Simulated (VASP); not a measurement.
# Au (I4/mmm) in VASP: single point with PBE

Aim: the single point of Au with PBE.

Everything below comes from runs of VASP 6.6.1. Logs are shortened: lines on timing, memory, paths and dates and some standing lists are left out, and cuts for length are marked.

### 1 The cell of the first run

The structure is tetragonal, space group I4/mmm (No. 139). The conventional cell has a = 2.973 Å, b = 2.973 Å, c = 4.065 Å, α = 90.00°, β = 90.00°, γ = 90.00°. Within 3.9 Å of Au (site symmetry 4/mmm) lie 12 Au at 2.92 to 2.97 Å.

### 2 Single point, PBE

Contents of INCAR:

```
PREC = Accurate ; ENCUT = 520
EDIFF = 1E-7 ; ISMEAR = 0
SIGMA = 0.1 ; LREAL = F
LASPH = T ; NELM = 100
ALGO = Normal ; ISIF = 2
LWAVE = F ; LCHARG = F
GGA = PE ; NBANDS = 24
```

Contents of KPOINTS:

```
regular mesh
0
Gamma
  14 14 14
```

Contents of POSCAR:

```
Au
1.0
    2.9733140223      0.0000000000      0.0000000000
    0.0000000000      2.9733140223      0.0000000000
   -1.4866570112     -1.4866570112      6.0980383407
Au
3
Direct
    0.0000000000      0.0000000000      0.0000000000
    0.3333333333      0.3333333333      0.6666666667
    0.6666666667      0.6666666667      0.3333333333
```

Potentials or basis: VASP PAW PBE potentials, release 64 (Au).

Started as:

```sh
$ cat potpaw_PBE.64/Au/POTCAR > POTCAR
$ mpirun -np 1 vasp_std > vasp.out
```

OUTCAR:

```text
PREC = Accurate
   ENCUT = 520
   EDIFF = 1E-7
   ISMEAR = 0
   LREAL = F
   LASPH = T
   NELM = 100
   ISIF = 2
   GGA = PE

 ion  position               nearest neighbor table
   1  0.000  0.000  0.000-   2 2.92   3 2.92   3 2.92   3 2.92   2 2.92   2 2.92   3 2.92   2 2.92

   2  0.333  0.333  0.667-   1 2.92   1 2.92   1 2.92   3 2.92   1 2.92   3 2.92   3 2.92   3 2.92

   3  0.667  0.667  0.333-   1 2.92   1 2.92   1 2.92   2 2.92   1 2.92   2 2.92   2 2.92   2 2.92
[... 7 lines left out ...]
 A1 = (   1.4866570112,  -1.4866570111,  -6.0980383407)
 A2 = (  -1.4866570111,   1.4866570112,  -6.0980383407)
 A3 = (   1.4866570111,   1.4866570111,   6.0980383407)

Analysis of symmetry for initial positions (statically):
=====================================================================
 Subroutine PRICEL returns following result:

  LATTYP: Found a body centered tetragonal cell.
 ALAT       =     2.9733140219
 C/A-ratio  =     1.3672820510

  Lattice vectors:

 A1 = (   1.4866570110,  -1.4866570113,  -2.0326794467)
 A2 = (  -1.4866570108,   1.4866570115,  -2.0326794473)
 A3 = (   1.4866570108,   1.4866570108,   2.0326794473)

   3 primitive cells build up your supercell.

 Routine SETGRP: Setting up the symmetry group for a
 body centered tetragonal supercell.

 Subroutine GETGRP returns: Found 16 space group operations
 (whereof 16 operations were pure point group operations)
 out of a pool of 16 trial point group operations.

The static configuration has the point symmetry D_4h.

Analysis of symmetry for dynamics (positions and initial velocities):
=====================================================================
 Subroutine PRICEL returns following result:

  LATTYP: Found a body centered tetragonal cell.
 ALAT       =     2.9733140219
 C/A-ratio  =     1.3672820510

  Lattice vectors:

 A1 = (   1.4866570110,  -1.4866570113,  -2.0326794467)
 A2 = (  -1.4866570108,   1.4866570115,  -2.0326794473)
 A3 = (   1.4866570108,   1.4866570108,   2.0326794473)

   3 primitive cells build up your supercell.

 Routine SETGRP: Setting up the symmetry group for a
 body centered tetragonal supercell.

 Subroutine GETGRP returns: Found 16 space group operations
 (whereof 16 operations were pure point group operations)
[... 88 lines left out ...]
   NGX,Y,Z   is equivalent  to a cutoff of  13.42, 13.42, 12.37 a.u.
   NGXF,Y,Z  is equivalent  to a cutoff of  26.84, 26.84, 24.74 a.u.
 SYSTEM =  unknown system
   PREC   = accura    normal or accurate (medium, high low for compatibility)
   ISTART =      0    job   : 0-new  1-cont  2-samecut
   ICHARG =      2    charge: 1-file 2-atom 10-const
   ISPIN  =      1    spin polarized calculation?
   LNONCOLLINEAR =      F non collinear calculations
   LSORBIT =      F    spin-orbit coupling
   LASPH  =      T    aspherical Exc in radial PAW
   ENCUT  =  520.0 eV  38.22 Ry    6.18 a.u.   5.53  5.53 11.99*2*pi/ulx,y,z
   NELM   =    100;   NELMIN=  2; NELMDL= -5     # of ELM steps
   EDIFF  = 0.1E-06   stopping-criterion for ELM
   LREAL  =      F    real-space projection
   EDIFFG = 0.1E-05   stopping-criterion for IOM
   NSW    =      0    number of steps for IOM
   IBRION =     -1    ionic relax: 0-MD 1-quasi-New 2-CG
   NFREE  =      0    steps in history (QN), initial steepest desc. (CG)
   ISIF   =      2    stress and relaxation
   ISYM   =      2    0-nonsym 1-usesym 2-fastsym
   POTIM  = 0.5000    time-step for ionic-motion
   TEBEG  =    0.0;   TEEND  =   0.0 temperature during run
   PSTRESS=    0.0 pullay stress
   NELECT =      33.0000    total number of electrons
   NUPDOWN=      -1.0000    fix difference up-down
   EMIN   =  10.00;   EMAX   =-10.00  energy-range for DOS
   EFERMI =   0.00;   METHOD = LEGACY
   ISMEAR =     0;   SIGMA  =   0.10  broadening in eV -4-tet -1-fermi 0-gaus
   EFERMI_NEDOS =   21; number of points for ismear=-14 and -15
   IALGO  =     38    algorithm
   IMIX   =      4    mixing-type and parameters
     AMIX     =   0.40;   BMIX     =  1.00
     AMIX_MAG =   1.60;   BMIX_MAG =  1.00
  volume/ion in A,a.u.               =      17.97       121.27
  Fermi-wavevector in a.u.,A,eV,Ry     =   1.390024  2.626764 26.288717  1.932166
  Thomas-Fermi vector in A             =   2.513999
   LORBIT       =      0    0 simple, 1 ext, 2 COOP (PROOUT), +10 PAW based schemes
   GGA     = PE    functional components
   LHFCALC =     F    Hartree Fock is set to
   AEXX    =    0.0000 exact exchange contribution
   IVDW    =     0    specifies the selected vdW correction
   LEPSILON=     F    determine dielectric tensor
   LRPA    =     F    only Hartree local field effects (RPA)
 non-spin polarized calculation
 Gauss-broadening in eV      SIGMA  =   0.10
  energy-cutoff  :      520.00
  volume of cell :       53.91
 maximum number of plane-waves:      1483
 NGX is ok and might be reduce to    24
   NGX = 11   NGY = 11   NGZ = 23

 number of electron      33.0000007 magnetization

 Free energy of the ion-electron system (eV)
  ---------------------------------------------------
  ext. energy  EPLUGINS =         0.00000000
  ---------------------------------------------------
  free energy    TOTEN  =        -9.66367833 eV

  energy without entropy =       -9.66027121  energy(sigma->0) =       -9.66197477

 E-fermi :   8.5888     XC(G=0): -12.4012

 val. band max:        8.5473005683   @ k =  -0.2143   0.1429   0.0000
 cond. band min:       8.6125392112   @ k =  -0.4286   0.0714   0.0000
 fundamental gap:      0.0652386429
 Fermi energy:         8.5887939301

 k-point     1 :       0.0000    0.0000    0.0000
  band No.  band energies     occupation
      1      -0.6929      2.00000
      2       2.2984      2.00000
      3       2.2984      2.00000
      4       2.7716      2.00000
      5       2.7716      2.00000
      6       4.1090      2.00000
[... 637 lines left out ...]
     23      20.3263      0.00000
     24      20.6637      0.00000

 [... further k-points ...]
[... 5 lines left out ...]
  --------------------------------------------------------------------------------------
  -------------------------------------------------------------------------------------
  Total       -0.1054017     -0.1054017     -0.0647705      0.0000000      0.0000000      0.0000000
  in kB       -3.1324670     -3.1324670     -1.9249340      0.0000000      0.0000000      0.0000000
  external PRESSURE =      -2.7299560 kB  Pullay stress =       0.0000000 kB

 VOLUME and BASIS-vectors are now :
 -----------------------------------------------------------------------------
  energy-cutoff  :      520.00
  volume of cell :       53.91
      direct lattice vectors                 reciprocal lattice vectors
     2.973314022  0.000000000  0.000000000     0.336325054  0.000000000  0.081993581
     0.000000000  2.973314022  0.000000000     0.000000000  0.336325054  0.081993581
    -1.486657011 -1.486657011  6.098038341     0.000000000  0.000000000  0.163987162

 POSITION                                       TOTAL-FORCE (eV/Angst)
 -----------------------------------------------------------------------------------
      0.00000      0.00000      0.00000         0.000000      0.000000     -0.000000
     -0.00000     -0.00000      4.06536         0.000000     -0.000000      0.000000
      1.48666      1.48666      2.03268        -0.000000     -0.000000     -0.000000
 -----------------------------------------------------------------------------------
    total drift:                                0.000000     -0.000000      0.000000

  FREE ENERGIE OF THE ION-ELECTRON SYSTEM (eV)
  ---------------------------------------------------
  free  energy   TOTEN  =        -9.6636783261 eV

  energy  without entropy=       -9.6602712084  energy(sigma->0) =       -9.66197477
```

OSZICAR:

```text
N       E                     dE             d eps       ncg     rms          rms(c)
DAV:   1     0.202602363614E+03    0.20260E+03   -0.16521E+04 11800   0.130E+03
DAV:   2    -0.678062130296E+01   -0.20938E+03   -0.19458E+03 12760   0.294E+02
DAV:   3    -0.104334951091E+02   -0.36529E+01   -0.36262E+01 14168   0.402E+01
DAV:   4    -0.104526778994E+02   -0.19183E-01   -0.19180E-01 13560   0.307E+00
DAV:   5    -0.104528708986E+02   -0.19300E-03   -0.19300E-03 14624   0.334E-01    0.138E+01
DAV:   6    -0.971560900754E+01    0.73726E+00   -0.15778E+00 13280   0.999E+00    0.899E+00
DAV:   7    -0.966939804677E+01    0.46211E-01   -0.17045E-01 13864   0.323E+00    0.379E+00
DAV:   8    -0.966369343560E+01    0.57046E-02   -0.14448E-02 13168   0.870E-01    0.425E-01
DAV:   9    -0.966365531554E+01    0.38120E-04   -0.59358E-05 14744   0.567E-02    0.555E-02
DAV:  10    -0.966367856503E+01   -0.23249E-04   -0.11185E-05 13880   0.300E-02    0.550E-03
DAV:  11    -0.966367833262E+01    0.23241E-06   -0.36813E-07 14480   0.410E-03    0.112E-03
DAV:  12    -0.966367832606E+01    0.65661E-08   -0.76981E-09  8672   0.675E-04
   1 F= -.96636783E+01 E0= -.96619748E+01  d E =-.340712E-02
```

It took 2.5 min on 1 thread of AMD EPYC 9R45 (Zen 5), shared host; peak memory 0.32 GiB.

Results:

```
Free energy            : -9.6637 eV
Pressure               : -0.3 GPa
Band gap on the k mesh : zero (an odd number of electrons rules out a gap without spin polarisation)
```

Caveat: spin-orbit coupling is left out, which moves the levels of the heavy elements.

The gap in the log of VASP goes by the Fermi energy; the results here count the filled bands.